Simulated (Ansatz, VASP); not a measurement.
**Lu: VASP beside Ansatz**

INCAR

```
SYSTEM = Lu
PREC     = Accurate       ! precision mode
ENCUT    = 520            ! plane-wave cutoff, eV
EDIFF    = 1E-6           ! SCF threshold, eV
ISMEAR   = -1             ! smearing method
SIGMA    = 0.1            ! smearing width, eV
LREAL    = .FALSE.        ! projectors in reciprocal space
LASPH    = .TRUE.         ! aspherical terms in the spheres
NELM     = 60             ! most SCF steps
ALGO     = Normal         ! electronic algorithm
ISIF     = 2              ! what is computed and relaxed
LWAVE    = .FALSE.        ! write WAVECAR
LCHARG   = .TRUE.         ! write CHGCAR
GGA      = PE             ! functional
LELF     = .TRUE.         ! ELF
LVHAR    = .TRUE.       
NBANDS   = 32             ! bands
```

File KPOINTS:

```
Automatic mesh
0
G
  17 17 10
  0 0 0
```

POSCAR

```
Lu
1.0
    3.3607794094      0.0000000000      0.0000000000
   -1.6803897047      2.9105203451      0.0000000000
    0.0000000000      0.0000000000      5.2487981319
Lu
2
Direct
    0.3333333333      0.6666666667      0.2500000000
    0.6666666667      0.3333333333      0.7500000000
```

Input for Ansatz:

```yaml
crystal:
  lattice:
    - [3.3607794094, 0.0, 0.0]
    - [-1.6803897047, 2.9105203451, 0.0]
    - [0.0, 0.0, 5.2487981319]
  atoms:
    - { symbol: Lu, position: [0.3333333333, 0.6666666667, 0.25] }
    - { symbol: Lu, position: [0.6666666667, 0.3333333333, 0.75] }
hamiltonian:
  xc: pbe
  pseudopotentials:
    kind: paw
    azcp:
      Lu: "pseudopotentials/Lu.paw.azcp"
basis:
  ecutwfc: 420
  fft_grid_basis: typed
kpoints:
  mp_grid: { grid: [17, 17, 10], shift: [0, 0, 0] }
magnetization:
  spin_polarized: false
scf:
  occupations: { method: fermi_dirac, width: 0.1 }
output:
  stress: true
```

Alike in both runs: task single point; functional PBE; k mesh 17 × 17 × 10; occupations fermi-dirac, width 0.1 eV; no spin polarisation.

```csv
,VASP,Ansatz
version,VASP 6.6.1,Ansatz 0.2.0
potentials or method,"VASP PAW PBE potentials, release 64 (Lu), cutoff 520 eV","plane waves (420 eV) with PAW, scalar-relativistic"
valence electrons in the cell,50,50
```

```csv
,VASP,Ansatz,Ansatz less VASP
pressure (GPa),7.4,7.3,-0.10
```

With one functional, cell and mesh, what is left measures potentials, basis and numerics.

Neither program's run includes spin-orbit coupling.
